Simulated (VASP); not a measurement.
# BN (Fmm2) in VASP: further runs

The runs below take BN through single point, relaxation of cell and atoms, with PBE.

All numbers are computed with VASP 6.6.1; they aren't measurements. Logs are shortened: lines on timing, memory, paths and dates and some standing lists are left out, and cuts for length are marked.

### 1 The cell of the first run

It takes space group Fmm2 (No. 42, orthorhombic). The conventional cell has a = 2.503 Å, b = 6.991 Å, c = 4.332 Å, α = 90.00°, β = 90.00°, γ = 90.00°. Within 1.9 Å of B (site symmetry mm2) lie 3 N at 1.44 Å. Within 1.9 Å of N (site symmetry mm2) lie 3 B at 1.44 Å.

### 2 Single point, PBE

Contents of INCAR:

```
PREC     = Accurate       # precision mode
ENCUT    = 520            # plane-wave cutoff, eV
EDIFF    = 1E-6           # SCF threshold, eV
ISMEAR   = 1              # smearing method
SIGMA    = 0.78           # smearing width, eV
LREAL    = F              # projectors in reciprocal space
LASPH    = T              # aspherical terms in the spheres
NELM     = 100            # most SCF steps
ALGO     = Normal         # electronic algorithm
ISIF     = 2              # what is computed and relaxed
LWAVE    = F              # write WAVECAR
LCHARG   = T              # write CHGCAR
GGA      = PE             # functional
LELF     = T              # ELF
LVHAR    = T            
NBANDS   = 11             # bands
```

Contents of KPOINTS:

```
Automatic mesh
0
Gamma
  12 12 12
```

Contents of POSCAR:

```
BN
1.0
    0.0000000000      3.4953158300      2.1660912400
    1.2516321000      0.0000000000      2.1660912400
    1.2516321000      3.4953158300      0.0000000000
B N
1 1
Direct
    0.0000486500      0.0000486500      0.9999513500
    0.6666513400      0.6666513400      0.3333486600
```

Potentials or basis: VASP PAW PBE potentials, release 64 (B, N).

Started as:

```
cat potpaw_PBE.64/B/POTCAR potpaw_PBE.64/N/POTCAR > POTCAR
mpirun -np 1 vasp_std > vasp.out
```

OUTCAR:

```text
PREC = Accurate
   ENCUT = 520
   EDIFF = 1E-6
   ISMEAR = 1
   LREAL = F
   LASPH = T
   NELM = 100
   ISIF = 2
   GGA = PE

 ion  position               nearest neighbor table
   1  0.000  0.000  1.000-   2 1.44   2 1.44   2 1.44
   2  0.667  0.667  0.333-   1 1.44   1 1.44   1 1.44

  LATTYP: Found a face centered orthorhombic cell.
 ALAT       =     2.5032642000
 B/A-ratio  =     1.7306133647
 C/A-ratio  =     2.7926064137

  Lattice vectors:

 A1 = (   0.0000000000,   3.4953158300,   2.1660912400)
 A2 = (  -1.2516321000,   3.4953158300,   0.0000000000)
 A3 = (  -1.2516321000,   0.0000000000,   2.1660912400)

Analysis of symmetry for initial positions (statically):
=====================================================================
 Subroutine PRICEL returns:
 Original cell was already a primitive cell.

 Routine SETGRP: Setting up the symmetry group for a
 face centered orthorhombic supercell.

 Subroutine GETGRP returns: Found  4 space group operations
 (whereof  4 operations were pure point group operations)
 out of a pool of  8 trial point group operations.

The static configuration has the point symmetry C_2v.

Analysis of symmetry for dynamics (positions and initial velocities):
=====================================================================
 Subroutine PRICEL returns:
 Original cell was already a primitive cell.

 Routine SETGRP: Setting up the symmetry group for a
 face centered orthorhombic supercell.

 Subroutine GETGRP returns: Found  4 space group operations
 (whereof  4 operations were pure point group operations)
 out of a pool of  8 trial point group operations.

The dynamic configuration has the point symmetry C_2v.

 Subroutine INISYM returns: Found  4 space group operations
 (whereof  4 operations are pure point group operations),
 and found     1 'primitive' translations

----------------------------------------------------------------------------------------

                                     Primitive cell

  volume of cell :      18.9526

  direct lattice vectors                    reciprocal lattice vectors
     0.000000000  3.495315830  2.166091240    -0.399478409  0.143048590  0.230830535
     1.251632100  0.000000000  2.166091240     0.399478409 -0.143048590  0.230830535
     1.251632100  3.495315830  0.000000000     0.399478409  0.143048590 -0.230830535

  length of vectors
     4.112077822  2.501706252  3.712656147     0.483041027  0.483041027  0.483041027

[... 81 lines left out ...]
   LREAL  =      F    real-space projection
   EDIFFG = 0.1E-04   stopping-criterion for IOM
   NSW    =      0    number of steps for IOM
   IBRION =     -1    ionic relax: 0-MD 1-quasi-New 2-CG
   NFREE  =      0    steps in history (QN), initial steepest desc. (CG)
   ISIF   =      2    stress and relaxation
   ISYM   =      2    0-nonsym 1-usesym 2-fastsym
   POTIM  = 0.5000    time-step for ionic-motion
   TEBEG  =    0.0;   TEEND  =   0.0 temperature during run
   PSTRESS=    0.0 pullay stress
   NELECT =       8.0000    total number of electrons
   NUPDOWN=      -1.0000    fix difference up-down
   EMIN   =  10.00;   EMAX   =-10.00  energy-range for DOS
   EFERMI =   0.00;   METHOD = LEGACY
   ISMEAR =     1;   SIGMA  =   0.78  broadening in eV -4-tet -1-fermi 0-gaus
   EFERMI_NEDOS =   21; number of points for ismear=-14 and -15
   IALGO  =     38    algorithm
   IMIX   =      4    mixing-type and parameters
     AMIX     =   0.40;   BMIX     =  1.00
     AMIX_MAG =   1.60;   BMIX_MAG =  1.00
  volume/ion in A,a.u.               =       9.48        63.95
  Fermi-wavevector in a.u.,A,eV,Ry     =   1.228047  2.320672 20.518928  1.508099
  Thomas-Fermi vector in A             =   2.362987
   LORBIT       =      0    0 simple, 1 ext, 2 COOP (PROOUT), +10 PAW based schemes
   GGA     = PE    functional components
   LHFCALC =     F    Hartree Fock is set to
   AEXX    =    0.0000 exact exchange contribution
   IVDW    =     0    specifies the selected vdW correction
   LEPSILON=     F    determine dielectric tensor
   LRPA    =     F    only Hartree local field effects (RPA)
 non-spin polarized calculation
 Methfessel and Paxton  Order N= 1 SIGMA  =   0.78
  energy-cutoff  :      520.00
  volume of cell :       18.95
 maximum number of plane-waves:       529
   NGX = 15   NGY =  9   NGZ = 13

 number of electron       8.0000000 magnetization

 Free energy of the ion-electron system (eV)
  ---------------------------------------------------
  ext. energy  EPLUGINS =         0.00000000
  ---------------------------------------------------
  free energy    TOTEN  =       -17.57954858 eV

  energy without entropy =      -17.59774079  energy(sigma->0) =      -17.58561265

 E-fermi :   2.1609     XC(G=0):  -9.7403

 val. band max:        1.9776597320   @ k =   0.5000  -0.3333   0.1667
 cond. band min:       5.8260527724   @ k =   0.0000   0.5000   0.5000
 fundamental gap:      3.8483930404
 Fermi energy:         2.1608575520

 k-point     1 :       0.0000    0.0000    0.0000
  band No.  band energies     occupation
      1     -15.8898      2.00000
      2      -2.5025      2.00000
      3       0.5580      2.01333
      4       0.5647      2.01373
      5       6.8399     -0.00000
      6      13.4911     -0.00000
      7      13.5505     -0.00000
      8      14.9496     -0.00000
      9      16.4094     -0.00000
     10      27.5799      0.00000
     11      28.7308      0.00000
[... 309 lines left out ...]
 k-point    24 :      -0.4167    0.1667    0.0000
  band No.  band energies     occupation
      1     -12.4571      2.00000
      2      -6.6911      2.00000
      3      -3.5990      2.00000
      4       1.3331      2.06073
      5       6.7091     -0.00000
      6      13.4918     -0.00000
      7      15.4009     -0.00000
      8      17.0864     -0.00000
      9      20.2862      0.00000
     10      22.5162      0.00000
     11      24.2731      0.00000

 [... further k-points ...]
[... 5 lines left out ...]
  --------------------------------------------------------------------------------------
  -------------------------------------------------------------------------------------
  Total        0.4794842      0.1846900      0.4706642      0.0000000      0.0000000      0.0000000
  in kB       40.5335858     15.6129224     39.7879757      0.0000000      0.0000000      0.0000000
  external PRESSURE =      31.9781613 kB  Pullay stress =       0.0000000 kB

 VOLUME and BASIS-vectors are now :
 -----------------------------------------------------------------------------
  energy-cutoff  :      520.00
  volume of cell :       18.95
      direct lattice vectors                 reciprocal lattice vectors
     0.000000000  3.495315830  2.166091240    -0.399478409  0.143048590  0.230830535
     1.251632100  0.000000000  2.166091240     0.399478409 -0.143048590  0.230830535
     1.251632100  3.495315830  0.000000000     0.399478409  0.143048590 -0.230830535

 POSITION                                       TOTAL-FORCE (eV/Angst)
 -----------------------------------------------------------------------------------
      1.25163      3.49532      0.00021         0.000000      0.000000      0.004477
      1.25163      3.49532      2.88806         0.000000      0.000000     -0.004477
 -----------------------------------------------------------------------------------
    total drift:                                0.000006     -0.000011     -0.000063

  FREE ENERGIE OF THE ION-ELECTRON SYSTEM (eV)
  ---------------------------------------------------
  free  energy   TOTEN  =       -17.5795485784 eV

  energy  without entropy=      -17.5977407866  energy(sigma->0) =      -17.58561265
```

OSZICAR:

```text
N       E                     dE             d eps       ncg     rms          rms(c)
DAV:   1     0.140538727757E+02    0.14054E+02   -0.45429E+03  6272   0.677E+02
DAV:   2    -0.185610575012E+02   -0.32615E+02   -0.31234E+02  7276   0.160E+02
DAV:   3    -0.193941475055E+02   -0.83309E+00   -0.83130E+00  7447   0.237E+01
DAV:   4    -0.193969471297E+02   -0.27996E-02   -0.27995E-02  6836   0.153E+00
DAV:   5    -0.193969602267E+02   -0.13097E-04   -0.13097E-04  7509   0.926E-02    0.799E+00
DAV:   6    -0.177781412322E+02    0.16188E+01   -0.52533E+00  6996   0.128E+01    0.364E+00
DAV:   7    -0.176192451794E+02    0.15890E+00   -0.25030E-01  7143   0.372E+00    0.223E+00
DAV:   8    -0.175785762008E+02    0.40669E-01   -0.12364E-01  7270   0.213E+00    0.257E-01
DAV:   9    -0.175790303454E+02   -0.45414E-03   -0.29579E-03  6760   0.435E-01    0.141E-01
DAV:  10    -0.175795164493E+02   -0.48610E-03   -0.59999E-04  6995   0.176E-01    0.257E-02
DAV:  11    -0.175795483940E+02   -0.31945E-04   -0.64978E-05  7243   0.547E-02    0.225E-02
DAV:  12    -0.175795481604E+02    0.23365E-06   -0.12210E-05  6942   0.230E-02    0.213E-03
DAV:  13    -0.175795485784E+02   -0.41801E-06   -0.47919E-07  4473   0.614E-03
   1 F= -.17579549E+02 E0= -.17585613E+02  d E =0.181922E-01
```

It took 48 s on 1 thread of Intel Xeon Platinum 8488C (Sapphire Rapids), shared host; peak memory 0.18 GiB.

What came out:

```yaml
Free_energy: -17.5795 eV
Pressure: 3.2 GPa
Largest_force: 0.004 eV/Å
Band_gap_on_the_k_mesh: 3.85 eV, indirect (least direct gap 4.56 eV)
```

Forces in eV/Å, atoms in the order of the input:
```
B    0.000  0.000  0.004
N    0.000  0.000 -0.004
```

Stress tensor (GPa, compression positive):
```
4.05 0.00 0.00
0.00 1.56 0.00
0.00 0.00 3.98
```

A k mesh can miss the band edges. Expect the measured gap to be larger: semilocal functionals such as PBE lack the derivative discontinuity.

### 3 Single point, PBE

Contents of INCAR:

```
PREC = Accurate ; ENCUT = 520
EDIFF = 1E-6 ; ISMEAR = 1
SIGMA = 0.579 ; LREAL = False
LASPH = True ; NELM = 80
ALGO = Normal ; ISIF = 2
LWAVE = False ; LCHARG = False
GGA = PE ; NBANDS = 11
```

Contents of KPOINTS:

```
regular mesh
0
Gamma
  12 12 12
```

POSCAR is that of step 2.

Potentials or basis: VASP PAW PBE potentials, release 64 (B, N).

Started as:

```
cat potpaw_PBE.64/B/POTCAR potpaw_PBE.64/N/POTCAR > POTCAR
mpirun -np 1 vasp_std > vasp.out
```

Run time: 49 s. Hardware: 1 thread of Intel Xeon Platinum 8488C (Sapphire Rapids), shared host; peak memory 0.18 GiB.

It converged, with:

```yaml
Free_energy: -17.5834 eV
Pressure: 3.2 GPa
Largest_force: 0.007 eV/Å
Band_gap_on_the_k_mesh: 3.85 eV, indirect (least direct gap 4.55 eV)
```

Forces in eV/Å, atoms in the order of the input:
```
B    0.000  0.000  0.007
N    0.000  0.000 -0.007
```

Stress tensor (GPa, compression positive):
```
4.08 0.00 0.00
0.00 1.57 0.00
0.00 0.00 4.07
```

Levels at points of the mesh, in eV from the valence-band top:
```
           k point  band 1  band 2  band 3  band 4  band 5  band 6  band 7  band 8  band 9
(0.00, 0.00, 0.00)  -17.87   -4.48   -1.42   -1.41    4.86   11.51   11.57   12.97   14.43
(0.50, 0.00, 0.00)  -14.68   -8.99   -4.22   -1.01    4.63    9.82   13.33   15.61   19.71
(0.50, 0.50, 0.00)  -14.72   -9.08   -4.21   -0.52    5.77    9.41   12.24   13.71   19.43
(0.50, 0.00, 0.50)  -17.67   -6.12   -1.44   -1.41    9.58   11.47   11.53   11.90   15.68
(0.00, 0.50, 0.50)  -14.62   -8.89   -4.25   -1.46    3.85    9.90   14.50   18.48   19.41
```

A k mesh can miss the band edges. As with any semilocal functional, this PBE gap is likely too small.

### 4 Single point, PBE

Contents of INCAR:

```
PREC     = Accurate       # precision mode
ENCUT    = 520            # plane-wave cutoff, eV
EDIFF    = 1E-6           # SCF threshold, eV
ISMEAR   = -5             # smearing method
SIGMA    = 0.1            # smearing width, eV
LREAL    = F              # projectors in reciprocal space
LASPH    = T              # aspherical terms in the spheres
NELM     = 80             # most SCF steps
ALGO     = Normal         # electronic algorithm
ISIF     = 2              # what is computed and relaxed
LWAVE    = F              # write WAVECAR
LCHARG   = T              # write CHGCAR
GGA      = PE             # functional
LELF     = T              # ELF
LVHAR    = T            
NBANDS   = 11             # bands
```

Contents of KPOINTS:

```
Automatic mesh
0
Gamma
  12 12 12
```

POSCAR is that of step 3.

Started as:

```
cat potpaw_PBE.64/B/POTCAR potpaw_PBE.64/N/POTCAR > POTCAR
mpirun -np 1 vasp_std > vasp.out
```

Wall time 52 s (1 thread of Intel Xeon Platinum 8488C (Sapphire Rapids), shared host); peak memory 0.18 GiB.

It converged, with:

- Free energy: -17.5868 eV
- Pressure: 3.3 GPa
- Largest force: 0.010 eV/Å
- Band gap on the k mesh: 3.85 eV, indirect (least direct gap 4.55 eV)

Forces on the atoms (eV/Å):
```
B    0.000  0.000  0.010
N    0.000  0.000 -0.010
```

Stress tensor (GPa, compression positive):
```
4.12 0.00 0.00
0.00 1.60 0.00
0.00 0.00 4.17
```

Levels at points of the mesh, in eV from the valence-band top:
| k point | band 2 | band 3 | band 4 | band 5 | band 6 | band 7 |
| --- | --- | --- | --- | --- | --- | --- |
| (0.00, 0.00, 0.00) | -4.48 | -1.42 | -1.41 | 4.86 | 11.51 | 11.57 |
| (0.50, 0.00, 0.00) | -8.99 | -4.22 | -1.01 | 4.63 | 9.82 | 13.33 |
| (0.50, 0.50, 0.00) | -9.08 | -4.21 | -0.52 | 5.77 | 9.41 | 12.24 |
| (0.50, 0.00, 0.50) | -6.12 | -1.44 | -1.41 | 9.58 | 11.46 | 11.53 |
| (0.00, 0.50, 0.50) | -8.89 | -4.25 | -1.46 | 3.85 | 9.89 | 14.50 |

A k mesh can miss the band edges.

[end of part 1 of 3]
